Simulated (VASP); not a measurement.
# FePt (P4/mmm) in VASP: notebook

FePt is run at these levels: LDA; tasks: single point.

Program: VASP 6.6.1. These are calculated values, not measurements. Logs are shortened: lines on timing, memory, paths and dates and some standing lists are left out, and cuts for length are marked.

## Step 1: The cell of the first run

It takes space group P4/mmm (No. 123, tetragonal). The conventional cell has a = 2.724 Å, b = 2.724 Å, c = 3.720 Å, α = 90.00°, β = 90.00°, γ = 90.00°. Within 3.5 Å of Fe (site symmetry 4/mmm) lie 8 Pt at 2.68 Å and 4 Fe at 2.72 Å. Within 3.5 Å of Pt (site symmetry 4/mmm) lie 8 Fe at 2.68 Å and 4 Pt at 2.72 Å.

## Step 2: Single point, LDA, collinear spin, zero start

File INCAR:

```
  PREC = Accurate
  ENCUT = 600
  EDIFF = 1E-6
  ISMEAR = 0
  SIGMA = 0.1
  LREAL = False
  LASPH = True
  NELM = 200
  ALGO = Normal
  ISIF = 2
  LWAVE = False
  LCHARG = False
  ISPIN = 2
  MAGMOM = 0 0
  LORBIT = 11
  NUPDOWN = 0.0
  LMAXMIX = 4
  NBANDS = 20
  GGA_COMPAT = False
```

File KPOINTS:

```
Automatic mesh
0
Gamma
  7 7 5
```

File POSCAR:

```
FePt
1.0
    2.7235000000      0.0000000000      0.0000000000
    0.0000000000      2.7235000000      0.0000000000
    0.0000000000      0.0000000000      3.7200000000
Fe Pt
1 1
Direct
    0.0000000000      0.0000000000      0.0000000000
    0.5000000000      0.5000000000      0.5000000000
```

Potentials or basis: VASP PAW LDA potentials, release 64 (Fe, Pt).

On the command line:

```sh
$ cat potpaw_LDA.64/Fe/POTCAR potpaw_LDA.64/Pt/POTCAR > POTCAR
$ mpirun -np 1 vasp_std > vasp.out
```

OUTCAR:

```text
PREC = Accurate
   ENCUT = 600
   EDIFF = 1E-6
   ISMEAR = 0
   LREAL = False
   LASPH = True
   NELM = 200
   ISIF = 2
   ISPIN = 2
   LORBIT = 11
   NUPDOWN = 0.0

 ion  position               nearest neighbor table
   1  0.000  0.000  0.000-   2 2.68   2 2.68   2 2.68   2 2.68   2 2.68   2 2.68   2 2.68   2 2.68

   2  0.500  0.500  0.500-   1 2.68   1 2.68   1 2.68   1 2.68   1 2.68   1 2.68   1 2.68   1 2.68

  LATTYP: Found a simple tetragonal cell.
 ALAT       =     2.7235000000
 C/A-ratio  =     1.3658894804

  Lattice vectors:

 A1 = (   2.7235000000,   0.0000000000,   0.0000000000)
 A2 = (   0.0000000000,   2.7235000000,   0.0000000000)
 A3 = (   0.0000000000,   0.0000000000,   3.7200000000)

Analysis of symmetry for initial positions (statically):
=====================================================================
 Subroutine PRICEL returns:
 Original cell was already a primitive cell.

 Routine SETGRP: Setting up the symmetry group for a
 simple tetragonal supercell.

 Subroutine GETGRP returns: Found 16 space group operations
 (whereof 16 operations were pure point group operations)
 out of a pool of 16 trial point group operations.

The static configuration has the point symmetry D_4h.

Analysis of symmetry for dynamics (positions and initial velocities):
=====================================================================
 Subroutine PRICEL returns:
 Original cell was already a primitive cell.

 Routine SETGRP: Setting up the symmetry group for a
 simple tetragonal supercell.

 Subroutine GETGRP returns: Found 16 space group operations
 (whereof 16 operations were pure point group operations)
 out of a pool of 16 trial point group operations.

The dynamic configuration has the point symmetry D_4h.

Analysis of structural, dynamic, and magnetic symmetry:
=====================================================================
 Subroutine PRICEL returns:
 Original cell was already a primitive cell.

 Routine SETGRP: Setting up the symmetry group for a
 simple tetragonal supercell.

 Subroutine GETGRP returns: Found 16 space group operations
 (whereof 16 operations were pure point group operations)
 out of a pool of 16 trial point group operations.

The overall configuration has the point symmetry D_4h.

 Subroutine INISYM returns: Found 16 space group operations
 (whereof 16 operations are pure point group operations),
 and found     1 'primitive' translations

----------------------------------------------------------------------------------------

                                     Primitive cell

  volume of cell :      27.5929

  direct lattice vectors                    reciprocal lattice vectors
     2.723500000  0.000000000  0.000000000     0.367174592  0.000000000  0.000000000
     0.000000000  2.723500000  0.000000000     0.000000000  0.367174592  0.000000000
     0.000000000  0.000000000  3.720000000     0.000000000  0.000000000  0.268817204

  length of vectors
     2.723500000  2.723500000  3.720000000     0.367174592  0.367174592  0.268817204

  position of ions in fractional coordinates (direct lattice)
     0.000000000  0.000000000  0.000000000
     0.500000000  0.500000000  0.500000000

  ion indices of the primitive-cell ions
   primitive index   ion index
                 1           1
                 2           2

----------------------------------------------------------------------------------------

 KPOINTS: Automatic mesh

Automatic generation of k-mesh.
 Grid dimensions read from file:
 generate k-points for:    7    7    5

 Generating k-lattice:

  Cartesian coordinates                     Fractional coordinates (reciprocal lattice)
     0.052453513  0.000000000  0.000000000     0.142857143  0.000000000  0.000000000
     0.000000000  0.052453513  0.000000000     0.000000000  0.142857143  0.000000000
     0.000000000  0.000000000  0.053763441     0.000000000  0.000000000  0.200000000

  Length of vectors
     0.052453513  0.052453513  0.053763441

  Shift w.r.t. Gamma in fractional coordinates (k-lattice)
     0.000000000  0.000000000  0.000000000

 Subroutine IBZKPT returns following result:
 ===========================================

 Found     30 irreducible k-points:

 Following reciprocal coordinates:
            Coordinates               Weight
  0.000000  0.000000  0.000000      1.000000
  0.142857  0.000000  0.000000      4.000000
  0.285714  0.000000  0.000000      4.000000
  0.428571  0.000000  0.000000      4.000000
  0.142857  0.142857  0.000000      4.000000
  0.285714  0.142857  0.000000      8.000000
[... 16 lines left out ...]
  0.285714  0.000000  0.400000      8.000000
  0.428571  0.000000  0.400000      8.000000
 [... further k-points ...]
   k-points           NKPTS =     30   k-points in BZ     NKDIM =     30   number of bands    NBANDS=     20
   number of dos      NEDOS =    301   number of ions     NIONS =      2
   total plane-waves  NPLWV =  17280
   dimension x,y,z NGX =    24 NGY =   24 NGZ =   30
   dimension x,y,z NGXF=    48 NGYF=   48 NGZF=   60
   ions per type =               1   1
   NGX,Y,Z   is equivalent  to a cutoff of  14.65, 14.65, 13.41 a.u.
   NGXF,Y,Z  is equivalent  to a cutoff of  29.30, 29.30, 26.81 a.u.
 SYSTEM =  unknown system
   PREC   = accura    normal or accurate (medium, high low for compatibility)
   ISTART =      0    job   : 0-new  1-cont  2-samecut
   ICHARG =      2    charge: 1-file 2-atom 10-const
   ISPIN  =      2    spin polarized calculation?
   LNONCOLLINEAR =      F non collinear calculations
   LSORBIT =      F    spin-orbit coupling
   LASPH  =      T    aspherical Exc in radial PAW
   ENCUT  =  600.0 eV  44.10 Ry    6.64 a.u.   5.44  5.44  7.43*2*pi/ulx,y,z
   NELM   =    200;   NELMIN=  2; NELMDL= -5     # of ELM steps
   EDIFF  = 0.1E-05   stopping-criterion for ELM
   LREAL  =      F    real-space projection
   EDIFFG = 0.1E-04   stopping-criterion for IOM
   NSW    =      0    number of steps for IOM
   IBRION =     -1    ionic relax: 0-MD 1-quasi-New 2-CG
   NFREE  =      0    steps in history (QN), initial steepest desc. (CG)
   ISIF   =      2    stress and relaxation
   ISYM   =      2    0-nonsym 1-usesym 2-fastsym
   POTIM  = 0.5000    time-step for ionic-motion
   TEBEG  =    0.0;   TEEND  =   0.0 temperature during run
   PSTRESS=    0.0 pullay stress
   NELECT =      18.0000    total number of electrons
   NUPDOWN=       0.0000    fix difference up-down
   EMIN   =  10.00;   EMAX   =-10.00  energy-range for DOS
   EFERMI =   0.00;   METHOD = LEGACY
   ISMEAR =     0;   SIGMA  =   0.10  broadening in eV -4-tet -1-fermi 0-gaus
   EFERMI_NEDOS =   21; number of points for ismear=-14 and -15
   IALGO  =     38    algorithm
   IMIX   =      4    mixing-type and parameters
     AMIX     =   0.40;   BMIX     =  1.00
     AMIX_MAG =   1.60;   BMIX_MAG =  1.00
  volume/ion in A,a.u.               =      13.80        93.10
  Fermi-wavevector in a.u.,A,eV,Ry     =   1.419819  2.683070 27.427809  2.015887
  Thomas-Fermi vector in A             =   2.540800
   LORBIT       =     11    0 simple, 1 ext, 2 COOP (PROOUT), +10 PAW based schemes
   GGA     = CA    functional components
   LHFCALC =     F    Hartree Fock is set to
   AEXX    =    0.0000 exact exchange contribution
   IVDW    =     0    specifies the selected vdW correction
   LEPSILON=     F    determine dielectric tensor
   LRPA    =     F    only Hartree local field effects (RPA)
 spin polarized calculation
 Gauss-broadening in eV      SIGMA  =   0.10
  energy-cutoff  :      600.00
  volume of cell :       27.59
 maximum number of plane-waves:       935
 NGX is ok and might be reduce to    24
   NGX = 11   NGY = 11   NGZ = 15

 number of electron      18.0000003 magnetization      -0.0000000

 number of electron      18.0000003 magnetization       0.0000000

 Free energy of the ion-electron system (eV)
  ---------------------------------------------------
  ext. energy  EPLUGINS =         0.00000000
  ---------------------------------------------------
  free energy    TOTEN  =       -16.46208692 eV

  energy without entropy =      -16.43948142  energy(sigma->0) =      -16.45078417

 E-fermi :   8.3852     XC(G=0): -13.3394

 val. band max:        8.3805740551   @ k =   0.4286   0.2857   0.0000
 cond. band min:       8.4233124999   @ k =   0.2857   0.0000   0.4000
 fundamental gap:      0.0427384449
 Fermi energy:         8.3851514075

 spin component 1

 k-point     1 :       0.0000    0.0000    0.0000
  band No.  band energies     occupation
      1      -1.0425      1.00000
      2       2.2057      1.00000
      3       2.3586      1.00000
      4       5.4990      1.00000
      5       5.4990      1.00000
      6       6.7628      1.00000
[... 12 lines left out ...]
     19      30.0297      0.00000
     20      30.0297      0.00000

 k-point     2 :       0.1429    0.0000    0.0000
  band No.  band energies     occupation
      1      -0.5186      1.00000
      2       2.4566      1.00000
      3       2.7486      1.00000
      4       5.1025      1.00000
      5       5.6477      1.00000
      6       6.7921      1.00000
[... 12 lines left out ...]
     19      30.4101      0.00000
     20      30.9973      0.00000
[... 465 lines left out ...]
      3       4.4747      1.00000
      4       4.9426      1.00000
      5       5.6172      1.00000
      6       5.8931      1.00000
[... 12 lines left out ...]
     19      28.9368      0.00000
     20      31.6167      0.00000

 k-point    24 :       0.4286    0.0000    0.4000
  band No.  band energies     occupation
      1       1.9899      1.00000
      2       2.2087      1.00000
      3       4.9983      1.00000
      4       5.1258      1.00000
      5       5.6646      1.00000
      6       6.8959      1.00000
[... 12 lines left out ...]
     19      29.6928      0.00000
     20      30.5305      0.00000

 [... further k-points ...]

 spin component 2

 k-point     1 :       0.0000    0.0000    0.0000
  band No.  band energies     occupation
      1      -1.0425      1.00000
      2       2.2057      1.00000
      3       2.3586      1.00000
      4       5.4990      1.00000
      5       5.4990      1.00000
      6       6.7628      1.00000
[... 12 lines left out ...]
     19      30.0297      0.00000
     20      30.0297      0.00000

 k-point     2 :       0.1429    0.0000    0.0000
  band No.  band energies     occupation
      1      -0.5186      1.00000
      2       2.4566      1.00000
      3       2.7486      1.00000
      4       5.1025      1.00000
      5       5.6477      1.00000
      6       6.7921      1.00000
[... 12 lines left out ...]
     19      30.4101      0.00000
     20      30.9973      0.00000
[... 465 lines left out ...]
      3       4.4747      1.00000
      4       4.9426      1.00000
      5       5.6172      1.00000
      6       5.8931      1.00000
[... 12 lines left out ...]
     19      28.9368      0.00000
     20      31.6167      0.00000

 k-point    24 :       0.4286    0.0000    0.4000
  band No.  band energies     occupation
      1       1.9899      1.00000
      2       2.2087      1.00000
      3       4.9983      1.00000
      4       5.1258      1.00000
      5       5.6646      1.00000
      6       6.8959      1.00000
[... 12 lines left out ...]
     19      29.6928      0.00000
     20      30.5305      0.00000

 [... further k-points ...]

------------------------ aborting loop because EDIFF is reached ----------------------------------------

  FORCE on cell =-STRESS in cart. coord.  units (eV):
  Direction    XX          YY          ZZ          XY          YZ          ZX
  --------------------------------------------------------------------------------------
  -------------------------------------------------------------------------------------
  Total       -5.0051701     -5.0051701     -4.3132691      0.0000000      0.0000000      0.0000000
  in kB     -290.6241676   -290.6241676   -250.4490802      0.0000000      0.0000000      0.0000000
  external PRESSURE =    -277.2324718 kB  Pullay stress =       0.0000000 kB

 VOLUME and BASIS-vectors are now :
 -----------------------------------------------------------------------------
  energy-cutoff  :      600.00
  volume of cell :       27.59
      direct lattice vectors                 reciprocal lattice vectors
     2.723500000  0.000000000  0.000000000     0.367174592  0.000000000  0.000000000
     0.000000000  2.723500000  0.000000000     0.000000000  0.367174592  0.000000000
     0.000000000  0.000000000  3.720000000     0.000000000  0.000000000  0.268817204

 POSITION                                       TOTAL-FORCE (eV/Angst)
 -----------------------------------------------------------------------------------
      0.00000      0.00000      0.00000         0.000000      0.000000      0.000000
      1.36175      1.36175      1.86000         0.000000      0.000000      0.000000
 -----------------------------------------------------------------------------------
    total drift:                                0.000000      0.000000     -0.000000

  FREE ENERGIE OF THE ION-ELECTRON SYSTEM (eV)
  ---------------------------------------------------
  free  energy   TOTEN  =       -16.4620869170 eV

  energy  without entropy=      -16.4394814158  energy(sigma->0) =      -16.45078417

 total charge

# of ion       s       p       d       tot
------------------------------------------
    1        0.398   0.430   6.254   7.082
    2        0.710   0.663   7.952   9.325
--------------------------------------------------
tot          1.108   1.093  14.206  16.407

 magnetization (x)

# of ion       s       p       d       tot
------------------------------------------
    1       -0.000   0.000   0.000   0.000
    2       -0.000   0.000  -0.000  -0.000
--------------------------------------------------
tot         -0.000   0.000  -0.000  -0.000
```

Wall time 27 s (1 thread of AMD EPYC 7R13 (Zen 3), shared host); peak memory 0.13 GiB.

What came out:

```
Free energy                                           : -16.4621 eV
Pressure                                              : -27.7 GPa
Net moment                                            : 0.00 μB per cell
Valence electrons inside the program's atomic spheres : Fe 7.08; Pt 9.32
```

Stress tensor (GPa, compression positive):
```
-29.06   0.00   0.00
  0.00 -29.06   0.00
  0.00   0.00 -25.04
```

Caveat: the cell stands under tension; spin-orbit coupling is left out, which moves the levels of the heavy elements; the total moment is fixed, so each spin has its own Fermi level.

[end of part 1 of 3]
